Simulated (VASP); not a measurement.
# HfH3 (Pm-3m) in VASP: a series of runs

The runs below take HfH3 through single point, with LDA.

All numbers are computed with VASP 6.6.1; they aren't measurements. Logs are shortened: lines on timing, memory, paths and dates and some standing lists are left out, and cuts for length are marked.

## (1) The cell of the first run

It takes space group Pm-3m (No. 221, cubic). The conventional cell has a = 3.085 Å, b = 3.085 Å, c = 3.085 Å, α = 90.00°, β = 90.00°, γ = 90.00°. Within 2.9 Å of Hf (site symmetry m-3m) lie 12 H at 2.18 Å. H (site symmetry 4/mmm) has 4 Hf at 2.18 Å and 8 H at 2.18 Å within 2.9 Å.

## (2) Single point, LDA

Contents of INCAR:

```
SYSTEM = HfH3
ALGO = Normal ; EDIFF = 1E-6
ENCUT = 520 ; ISIF = 2
ISMEAR = -1 ; LASPH = .True.
LCHARG = .False. ; LREAL = .False.
LWAVE = .False. ; NBANDS = 14
NELM = 100 ; PREC = Accurate
SIGMA = 0.1
```

Contents of KPOINTS:

```
k-points
0
Gamma
  3 3 3
  0 0 0
```

Contents of POSCAR:

```
HfH3
1.0
    3.0845540000      0.0000000000      0.0000000000
    0.0000000000      3.0845540000      0.0000000000
    0.0000000000      0.0000000000      3.0845540000
Hf H
1 3
Direct
    0.0000000000      0.0000000000      0.0000000000
    0.0000000000      0.5000000000      0.5000000000
    0.5000000000      0.0000000000      0.5000000000
    0.5000000000      0.5000000000      0.0000000000
```

Potentials or basis: VASP PAW LDA potentials, release 64 (Hf_pv, H).

Started as:

```
$ cat potpaw_LDA.64/Hf_pv/POTCAR potpaw_LDA.64/H/POTCAR > POTCAR
$ mpirun -np 1 vasp_std > vasp.out
```

OUTCAR:

```text
SYSTEM = HfH3
   EDIFF = 1E-6
   ENCUT = 520
   ISIF = 2
   ISMEAR = -1
   LASPH = .True.
   LREAL = .False.
   NELM = 100
   PREC = Accurate

 ion  position               nearest neighbor table
   1  0.000  0.000  0.000-   2 2.18   3 2.18   4 2.18   2 2.18   3 2.18   2 2.18   4 2.18   2 2.18
                             3 2.18   4 2.18   3 2.18   4 2.18
   2  0.000  0.500  0.500-   1 2.18   1 2.18   1 2.18   1 2.18
   3  0.500  0.000  0.500-   1 2.18   1 2.18   1 2.18   1 2.18
   4  0.500  0.500  0.000-   1 2.18   1 2.18   1 2.18   1 2.18

  LATTYP: Found a simple cubic cell.
 ALAT       =     3.0845540000

  Lattice vectors:

 A1 = (   3.0845540000,   0.0000000000,   0.0000000000)
 A2 = (   0.0000000000,   3.0845540000,   0.0000000000)
 A3 = (   0.0000000000,   0.0000000000,   3.0845540000)

Analysis of symmetry for initial positions (statically):
=====================================================================
 Subroutine PRICEL returns:
 Original cell was already a primitive cell.

 Routine SETGRP: Setting up the symmetry group for a
 simple cubic supercell.

 Subroutine GETGRP returns: Found 48 space group operations
 (whereof 48 operations were pure point group operations)
 out of a pool of 48 trial point group operations.

The static configuration has the point symmetry O_h .

Analysis of symmetry for dynamics (positions and initial velocities):
=====================================================================
 Subroutine PRICEL returns:
 Original cell was already a primitive cell.

 Routine SETGRP: Setting up the symmetry group for a
 simple cubic supercell.

 Subroutine GETGRP returns: Found 48 space group operations
 (whereof 48 operations were pure point group operations)
 out of a pool of 48 trial point group operations.

The dynamic configuration has the point symmetry O_h .

 Subroutine INISYM returns: Found 48 space group operations
 (whereof 48 operations are pure point group operations),
 and found     1 'primitive' translations

----------------------------------------------------------------------------------------

                                     Primitive cell

  volume of cell :      29.3479

  direct lattice vectors                    reciprocal lattice vectors
     3.084554000  0.000000000  0.000000000     0.324195978  0.000000000  0.000000000
     0.000000000  3.084554000  0.000000000     0.000000000  0.324195978  0.000000000
     0.000000000  0.000000000  3.084554000     0.000000000  0.000000000  0.324195978
[... 80 lines left out ...]
   EMIN   =  10.00;   EMAX   =-10.00  energy-range for DOS
   EFERMI =   0.00;   METHOD = LEGACY
   ISMEAR =    -1;   SIGMA  =   0.10  broadening in eV -4-tet -1-fermi 0-gaus
   EFERMI_NEDOS =   21; number of points for ismear=-14 and -15
   IALGO  =     38    algorithm
   IMIX   =      4    mixing-type and parameters
     AMIX     =   0.40;   BMIX     =  1.00
     AMIX_MAG =   1.60;   BMIX_MAG =  1.00
  volume/ion in A,a.u.               =       7.34        49.51
  Fermi-wavevector in a.u.,A,eV,Ry     =   1.247949  2.358282 21.189403  1.557377
  Thomas-Fermi vector in A             =   2.382058
   LORBIT       =      0    0 simple, 1 ext, 2 COOP (PROOUT), +10 PAW based schemes
   GGA     = CA    functional components
   LHFCALC =     F    Hartree Fock is set to
   AEXX    =    0.0000 exact exchange contribution
   IVDW    =     0    specifies the selected vdW correction
   LEPSILON=     F    determine dielectric tensor
   LRPA    =     F    only Hartree local field effects (RPA)
 non-spin polarized calculation
  energy-cutoff  :      520.00
  volume of cell :       29.35
 maximum number of plane-waves:       796
 NGX is ok and might be reduce to    24
   NGX = 11   NGY = 11   NGZ = 11

 number of electron      13.0000005 magnetization

 Free energy of the ion-electron system (eV)
  ---------------------------------------------------
  ext. energy  EPLUGINS =         0.00000000
  ---------------------------------------------------
  free energy    TOTEN  =       -22.40226125 eV

  energy without entropy =      -22.37194229  energy(sigma->0) =      -22.38710177

 E-fermi :   5.8771     XC(G=0): -11.5645

 val. band max:        4.4361769664   @ k =   0.3333   0.3333   0.0000
 cond. band min:       6.0272021410   @ k =   0.3333   0.3333   0.3333
 fundamental gap:      1.5910251746
 Fermi energy:         5.8770719388

 k-point     1 :       0.0000    0.0000    0.0000
  band No.  band energies     occupation
      1     -25.8918      2.00000
      2     -25.8918      2.00000
      3     -25.8918      2.00000
      4      -6.6175      2.00000
      5       0.4308      2.00000
      6       0.4308      2.00000
      7       9.2260      0.00000
      8       9.2260      0.00000
      9       9.2260      0.00000
     10      11.2365      0.00000
     11      11.2365      0.00000
     12      12.9295      0.00000
     13      12.9295      0.00000
     14      12.9295      0.00000
[... 37 lines left out ...]
      1     -26.2641      2.00000
      2     -26.2359      2.00000
      3     -26.2359      2.00000
      4      -2.2079      2.00000
      5      -0.2475      2.00000
      6      -0.2475      2.00000
      7       6.0272      0.36446
      8       6.7900      0.00022
      9       6.7900      0.00022
     10      11.4554      0.00000
     11      12.7021      0.00000
     12      12.7021      0.00000
     13      14.7664      0.00000
     14      16.2909      0.00000

------------------------ aborting loop because EDIFF is reached ----------------------------------------

  FORCE on cell =-STRESS in cart. coord.  units (eV):
  Direction    XX          YY          ZZ          XY          YZ          ZX
  --------------------------------------------------------------------------------------
  -------------------------------------------------------------------------------------
  Total       -0.9847570     -0.9847570     -0.9847570      0.0000000      0.0000000      0.0000000
  in kB      -53.7604067    -53.7604067    -53.7604067      0.0000000      0.0000000      0.0000000
  external PRESSURE =     -53.7604067 kB  Pullay stress =       0.0000000 kB

 VOLUME and BASIS-vectors are now :
 -----------------------------------------------------------------------------
  energy-cutoff  :      520.00
  volume of cell :       29.35
      direct lattice vectors                 reciprocal lattice vectors
     3.084554000  0.000000000  0.000000000     0.324195978  0.000000000  0.000000000
     0.000000000  3.084554000  0.000000000     0.000000000  0.324195978  0.000000000
     0.000000000  0.000000000  3.084554000     0.000000000  0.000000000  0.324195978

 POSITION                                       TOTAL-FORCE (eV/Angst)
 -----------------------------------------------------------------------------------
      0.00000      0.00000      0.00000         0.000000      0.000000      0.000000
      0.00000      1.54228      1.54228         0.000000      0.000000      0.000000
      1.54228      0.00000      1.54228         0.000000      0.000000      0.000000
      1.54228      1.54228      0.00000         0.000000      0.000000      0.000000
 -----------------------------------------------------------------------------------
    total drift:                                0.000000      0.000000     -0.000000

  FREE ENERGIE OF THE ION-ELECTRON SYSTEM (eV)
  ---------------------------------------------------
  free  energy   TOTEN  =       -22.4022612481 eV

  energy  without entropy=      -22.3719422940  energy(sigma->0) =      -22.38710177
```

stdout:

```text
POSCAR found type information on POSCAR HfH
 POSCAR found :  2 types and       4 ions
 scaLAPACK will be used
 LDA part: xc-table for (Slater(with rela. corr.)+CA(PZ))
 , standard interpolation
 POSCAR, INCAR and KPOINTS ok, starting setup
 FFT: planning ... GRIDC
 FFT: planning ... GRID_SOFT
 FFT: planning ... GRID
 WAVECAR not read
 entering main loop
```

Run time: 2.8 s. Hardware: 1 thread of Intel Xeon Platinum 8488C (Sapphire Rapids), shared host; peak memory 0.12 GiB.

What came out:

```yaml
Free_energy: -22.4023 eV
Pressure: -5.4 GPa
```

Levels at points of the mesh, in eV from the Fermi level:
| k point | band 4 | band 5 | band 6 | band 7 | band 8 | band 9 |
| --- | --- | --- | --- | --- | --- | --- |
| (0.00, 0.00, 0.00) | -12.49 | -5.45 | -5.45 | 3.35 | 3.35 | 3.35 |

Caveat: the k points lie up to 0.68 Å⁻¹ apart; spin-orbit coupling is left out, which moves the levels of the heavy elements.

## (3) Single point, LDA

Contents of INCAR:

```
PREC = Accurate ; ENCUT = 520
EDIFF = 1E-6 ; ISMEAR = -1
SIGMA = 0.1 ; LREAL = False
LASPH = True ; NELM = 100
ALGO = Normal ; ISIF = 2
LWAVE = False ; LCHARG = False
GGA = CA ; NBANDS = 14
```

Contents of KPOINTS:

```
regular mesh
0
Gamma
  5 5 5
```

POSCAR is that of step 2.

Potentials or basis: VASP PAW LDA potentials, release 64 (Hf_pv, H).

Started as:

```
$ cat potpaw_LDA.64/Hf_pv/POTCAR potpaw_LDA.64/H/POTCAR > POTCAR
$ mpirun -np 1 vasp_std > vasp.out
```

It took 4.1 s on 1 thread of Intel Xeon Platinum 8488C (Sapphire Rapids), shared host; peak memory 0.12 GiB.

The run converged. Its results:

* Free energy: -22.5147 eV
* Pressure: -6.0 GPa

Levels at points of the mesh, in eV from the Fermi level:
```csv
k point,band 2,band 3,band 4,band 5,band 6,band 7,band 8,band 9,band 10,band 11
"(0.00, 0.00, 0.00)",-30.56,-30.56,-11.27,-4.23,-4.23,4.56,4.56,4.56,6.58,6.58
```

Caveat: the k points lie up to 0.41 Å⁻¹ apart; spin-orbit coupling is left out, which moves the levels of the heavy elements.
